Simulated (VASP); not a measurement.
Here is a VASP 6.6.1 calculation.

The input INCAR:

```
PREC = Accurate
ENCUT = 600
EDIFF = 1E-6
ISMEAR = 0
SIGMA = 0.1
LREAL = F
LASPH = T
NELM = 120
ALGO = Normal
ISIF = 2
LWAVE = F
LCHARG = F
NBANDS = 11
GGA_COMPAT = F
```

The input KPOINTS:

```
Automatic mesh
0
Gamma
  8 8 8
```

POSCAR

```
SiC
1.0
    0.0000000000      2.1740000000      2.1740000000
    2.1740000000      0.0000000000      2.1740000000
    2.1740000000      2.1740000000      0.0000000000
Si C
1 1
Direct
    0.0000000000      0.0000000000      0.0000000000
    0.7500000000      0.7500000000      0.7500000000
```

Potentials or basis: VASP PAW LDA potentials, release 64 (Si, C).

The run is started by

```bash
$ cat potpaw_LDA.64/Si/POTCAR potpaw_LDA.64/C/POTCAR > POTCAR
$ mpirun -np 1 vasp_std > vasp.out
```

Question: Predict the band gap on the k mesh.

Answer: 1.30 eV, indirect (least direct gap 4.51 eV).

Question: Estimate the pressure.

Answer: -2.7 GPa.

**What was measured.**

From “Insight into the structural, elastic and electronic properties of a new orthorhombic 6O-SiC polytype”, 2020, pmc:7200658, for a bulk crystal of SiC: band gap 2.4 eV (indirect).

Measured gap of SiC: 2.4 eV (indirect; quoted in “Insight into the structural, elastic and electronic properties of a new orthorhombic 6O-SiC polytype”, 2020, pmc:7200658). This calculation gives 1.30 eV (-1.10 eV). The value is that of LDA on a finite k mesh, which can miss the band edges, without temperature or zero-point motion. Semilocal functionals fall short of measured gaps as a rule.
